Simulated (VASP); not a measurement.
# CoSi (NiAs type) (P6_3/mmc) in VASP: single point with PBE

Aim: the single point of CoSi (NiAs type) with PBE.

All numbers are computed with VASP 6.6.1; they aren't measurements. Logs are shortened: lines on timing, memory, paths and dates and some standing lists are left out, and cuts for length are marked.

## Step 1: The cell of the first run

It takes space group P6_3/mmc (No. 194, hexagonal). Conventional cell: a = 3.380 Å, b = 3.380 Å, c = 5.023 Å, α = 90.00°, β = 90.00°, γ = 120.00°. Co (site symmetry -3m) has 6 Si at 2.32 Å and 2 Co at 2.51 Å within 3.1 Å. Within 3.2 Å of Si (site symmetry -6m2) lie 6 Co at 2.32 Å and 6 Si at 3.18 Å.

## Step 2: Single point, PBE

File POSCAR:

```
CoSi
1.0
    3.3804733338      0.0000000000      0.0000000000
   -1.6902366669      2.9275757838      0.0000000000
    0.0000000000      0.0000000000      5.0234783971
Co Si
2 2
Direct
    0.0000000000      0.0000000000      0.0000000000
    0.0000000000      0.0000000000      0.5000000000
    0.3333333333      0.6666666667      0.2500000000
    0.6666666667      0.3333333333      0.7500000000
```

File INCAR.step1:

```
SYSTEM = CoSi
PREC = Accurate
ENCUT = 520
EDIFF = 1E-6
ISMEAR = -1
SIGMA = 0.08
LREAL = .False.
LASPH = .True.
NELM = 80
ALGO = Normal
ISIF = 2
LWAVE = .False.
LCHARG = .True.
LMAXMIX = 4
GGA = PE
NBANDS = 21
```

File KPOINTS.step1:

```
Automatic mesh
0
Gamma
  12 12 7
  0 0 0
```

File INCAR.step2:

```
SYSTEM = CoSi
PREC = Accurate
ENCUT = 520
EDIFF = 1E-6
ISMEAR = -5
SIGMA = 0.08
LREAL = .False.
LASPH = .True.
NELM = 80
ALGO = Normal
ISIF = 2
LWAVE = .False.
LCHARG = .False.
LMAXMIX = 4
GGA = PE
LORBIT = 10
NBANDS = 21
NEDOS = 2001
ICHARG = 11
```

File KPOINTS.step2:

```
Automatic mesh
0
Gamma
  18 18 11
  0 0 0
```

Potentials or basis: VASP PAW PBE potentials, release 64 (Co, Si).

On the command line:

```bash
$ cat potpaw_PBE.64/Co/POTCAR potpaw_PBE.64/Si/POTCAR > POTCAR
$ cp INCAR.step1 INCAR
$ cp KPOINTS.step1 KPOINTS
$ mpirun -np 1 vasp_std > vasp.out
$ cp INCAR.step2 INCAR
$ cp KPOINTS.step2 KPOINTS
$ mpirun -np 1 vasp_std > vasp.out
```

OUTCAR:

```text
SYSTEM = CoSi
   PREC = Accurate
   ENCUT = 520
   EDIFF = 1E-6
   ISMEAR = -5
   LREAL = .False.
   LASPH = .True.
   NELM = 80
   ISIF = 2
   GGA = PE
   LORBIT = 10
   ICHARG = 11

 ion  position               nearest neighbor table
   1  0.000  0.000  0.000-   3 2.32   4 2.32   3 2.32   4 2.32   4 2.32   3 2.32   2 2.51   2 2.51

   2  0.000  0.000  0.500-   3 2.32   4 2.32   3 2.32   4 2.32   4 2.32   3 2.32   1 2.51   1 2.51

   3  0.333  0.667  0.250-   1 2.32   2 2.32   1 2.32   2 2.32   1 2.32   2 2.32
   4  0.667  0.333  0.750-   1 2.32   2 2.32   1 2.32   2 2.32   1 2.32   2 2.32

  LATTYP: Found a hexagonal cell.
 ALAT       =     3.3804733338
 C/A-ratio  =     1.4860281094

  Lattice vectors:

 A1 = (   3.3804733338,   0.0000000000,   0.0000000000)
 A2 = (  -1.6902366669,   2.9275757838,   0.0000000000)
 A3 = (   0.0000000000,   0.0000000000,   5.0234783971)

Analysis of symmetry for initial positions (statically):
=====================================================================
 Subroutine PRICEL returns:
 Original cell was already a primitive cell.

 Routine SETGRP: Setting up the symmetry group for a
 hexagonal supercell.

 Subroutine GETGRP returns: Found 24 space group operations
 (whereof 12 operations were pure point group operations)
 out of a pool of 24 trial point group operations.

The static configuration has the point symmetry D_3d.
 The point group associated with its full space group is D_6h.

Analysis of symmetry for dynamics (positions and initial velocities):
=====================================================================
 Subroutine PRICEL returns:
 Original cell was already a primitive cell.

 Routine SETGRP: Setting up the symmetry group for a
 hexagonal supercell.

 Subroutine GETGRP returns: Found 24 space group operations
 (whereof 12 operations were pure point group operations)
 out of a pool of 24 trial point group operations.

The dynamic configuration has the point symmetry D_3d.
 The point group associated with its full space group is D_6h.

 Subroutine INISYM returns: Found 24 space group operations
 (whereof 12 operations are pure point group operations),
 and found     1 'primitive' translations

----------------------------------------------------------------------------------------

                                     Primitive cell

  volume of cell :      49.7153

[... 102 lines left out ...]
   POTIM  = 0.5000    time-step for ionic-motion
   TEBEG  =    0.0;   TEEND  =   0.0 temperature during run
   PSTRESS=    0.0 pullay stress
   NELECT =      26.0000    total number of electrons
   NUPDOWN=      -1.0000    fix difference up-down
   EMIN   =  10.00;   EMAX   =-10.00  energy-range for DOS
   EFERMI =   0.00;   METHOD = LEGACY
   ISMEAR =    -5;   SIGMA  =   0.08  broadening in eV -4-tet -1-fermi 0-gaus
   EFERMI_NEDOS =   21; number of points for ismear=-14 and -15
   IALGO  =     38    algorithm
   IMIX   =      4    mixing-type and parameters
     AMIX     =   0.40;   BMIX     =  1.00
     AMIX_MAG =   1.60;   BMIX_MAG =  1.00
  volume/ion in A,a.u.               =      12.43        83.87
  Fermi-wavevector in a.u.,A,eV,Ry     =   1.318973  2.492497 23.669914  1.739690
  Thomas-Fermi vector in A             =   2.448904
   LORBIT       =     10    0 simple, 1 ext, 2 COOP (PROOUT), +10 PAW based schemes
   GGA     = PE    functional components
   LHFCALC =     F    Hartree Fock is set to
   AEXX    =    0.0000 exact exchange contribution
   IVDW    =     0    specifies the selected vdW correction
   LEPSILON=     F    determine dielectric tensor
   LRPA    =     F    only Hartree local field effects (RPA)
 non-spin polarized calculation
 Fermi weights with tetrahedron method with Bloechl corrections
  energy-cutoff  :      520.00
  volume of cell :       49.72
 maximum number of plane-waves:      1354
 NGX is ok and might be reduce to    28

 number of electron      25.9999996 magnetization

 Free energy of the ion-electron system (eV)
  ---------------------------------------------------
  ext. energy  EPLUGINS =         0.00000000
  ---------------------------------------------------
  free energy    TOTEN  =       -26.40261181 eV

  energy without entropy =      -26.40261181  energy(sigma->0) =      -26.40261181

 E-fermi :   9.7506     XC(G=0): -12.0950

 val. band max:        9.7657626138   @ k =   0.2222   0.2222   0.4545
 cond. band min:       9.7474258182   @ k =   0.5000   0.0000   0.0909
 fundamental gap:     -0.0183367956
 Fermi energy:         9.7506103279

 k-point     1 :       0.0000    0.0000    0.0000
  band No.  band energies     occupation
      1      -2.2297      2.00000
      2       2.7829      2.00000
      3       3.6478      2.00000
      4       6.4859      2.00000
      5       6.4859      2.00000
      6       6.7846      2.00000
[... 565 lines left out ...]
     20      16.7103      0.00000
     21      19.1183      0.00000

 [... further k-points ...]

------------------------ aborting loop because EDIFF is reached ----------------------------------------

  FORCE on cell =-STRESS in cart. coord.  units (eV):
  Direction    XX          YY          ZZ          XY          YZ          ZX
  --------------------------------------------------------------------------------------
  -------------------------------------------------------------------------------------
  Total        0.2715596      0.2715596      0.3860749      0.0000000     -0.0000000      0.0000000
  in kB        8.7515613      8.7515613     12.4420504      0.0000000     -0.0000000      0.0000000
  external PRESSURE =       9.9817243 kB  Pullay stress =       0.0000000 kB

 VOLUME and BASIS-vectors are now :
 -----------------------------------------------------------------------------
  energy-cutoff  :      520.00
  volume of cell :       49.72
      direct lattice vectors                 reciprocal lattice vectors
     3.380473334  0.000000000  0.000000000     0.295816562  0.170789772  0.000000000
    -1.690236667  2.927575784  0.000000000     0.000000000  0.341579544  0.000000000
     0.000000000  0.000000000  5.023478397     0.000000000  0.000000000  0.199065253

 POSITION                                       TOTAL-FORCE (eV/Angst)
 -----------------------------------------------------------------------------------
      0.00000      0.00000      0.00000         0.000000      0.000000      0.000000
      0.00000      0.00000      2.51174         0.000000      0.000000      0.000000
     -0.00000      1.95172      1.25587         0.000000     -0.000000     -0.000000
      1.69024      0.97586      3.76761        -0.000000      0.000000      0.000000
 -----------------------------------------------------------------------------------
    total drift:                               -0.000000      0.000000     -0.000000

  FREE ENERGIE OF THE ION-ELECTRON SYSTEM (eV)
  ---------------------------------------------------
  free  energy   TOTEN  =       -26.4026118128 eV

  energy  without entropy=      -26.4026118128  energy(sigma->0) =      -26.40261181

 total charge

# of ion       s       p       d       tot
------------------------------------------
    1        0.503   0.570   7.536   8.610
    2        0.503   0.570   7.536   8.610
    3        0.777   0.846   0.000   1.623
    4        0.777   0.846   0.000   1.623
--------------------------------------------------
tot          2.560   2.833  15.072  20.466
```

It took 94 s on 1 thread of Intel Xeon 6975P-C (Granite Rapids), shared host; peak memory 0.32 GiB.

What came out:

- Valence electrons inside the program's atomic spheres: Co 8.61; Si 1.62

Caveat: the run has no spin polarisation, though such a crystal can be magnetic. Spin polarisation is off, so any magnetic state and its effect on volume and gap are missing.
